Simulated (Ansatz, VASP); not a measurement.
## BaTiO3: VASP beside Ansatz

File INCAR:

```
  PREC = Accurate
  ENCUT = 520
  EDIFF = 1E-6
  ISMEAR = 0
  SIGMA = 0.02
  LREAL = False
  LASPH = True
  NELM = 80
  ALGO = Normal
  ISIF = 2
  LWAVE = False
  LCHARG = False
  GGA = PE
  NBANDS = 28
```

File KPOINTS:

```
Automatic mesh
0
Gamma
  8 8 8
```

File POSCAR:

```
BaTiO3
1.0
    3.9852569688      0.0000000000      0.0000000000
    0.0000000000      3.9852569688      0.0000000000
    0.0000000000      0.0000000000      4.2022180370
Ba Ti O
1 1 3
Direct
    0.0000000000      0.0000000000     -0.0106979962
    0.5000000000      0.5000000000      0.4720516379
    0.5000000000      0.5000000000      0.0408797547
    0.5000000000      0.0000000000      0.5203833018
    0.0000000000      0.5000000000      0.5203833018
```

Input for Ansatz:

```yaml
crystal:
  lattice:
    - [3.9852569195, 0.0, 0.0]
    - [0.0, 3.9852569195, 0.0]
    - [0.0, 0.0, 4.2022183672]
  atoms:
    - { symbol: Ba, position: [0.0, 0.0, -0.0106980079] }
    - { symbol: Ti, position: [0.5, 0.5, 0.4720516212] }
    - { symbol: O, position: [0.5, 0.5, 0.0408797744] }
    - { symbol: O, position: [0.5, 0.0, 0.5203833062] }
    - { symbol: O, position: [0.0, 0.5, 0.5203833062] }
basis:
  ecutwfc: 420
kpoints:
  mp_grid: { grid: [8, 8, 8] }
  band_path: { path: [VBM, CBM], npoints: 2 }
hamiltonian:
  xc: pbe
scf:
  occupations: { method: gaussian, width: 0.02 }
output:
  forces: false
  stress: false
  eigenvalues: true
checkpoint:
  read: start.run
  write: ck
  compress: false
  write_wavefunctions: false
  write_every: 100000
```

Alike in both runs: task single point; functional PBE; k mesh 8 × 8 × 8; occupations gaussian, width 0.02 eV; no spin polarisation.

```csv
,VASP,Ansatz
version,VASP 6.6.1,Ansatz 0.2.0
potentials or method,"VASP PAW PBE potentials, release 64 (Ba_sv, Ti_sv, O), cutoff 520 eV","scalar-relativistic, plane waves, PAW"
valence electrons in the cell,40,40
```

|  | VASP | Ansatz | Ansatz less VASP |
| --- | --- | --- | --- |
| gap on the k mesh at the Fermi level (eV) | 1.79 | 1.84 | +0.056 |
| least direct gap on the mesh (eV) | 2.36 | 2.39 | +0.035 |

Spin-orbit coupling is off throughout.
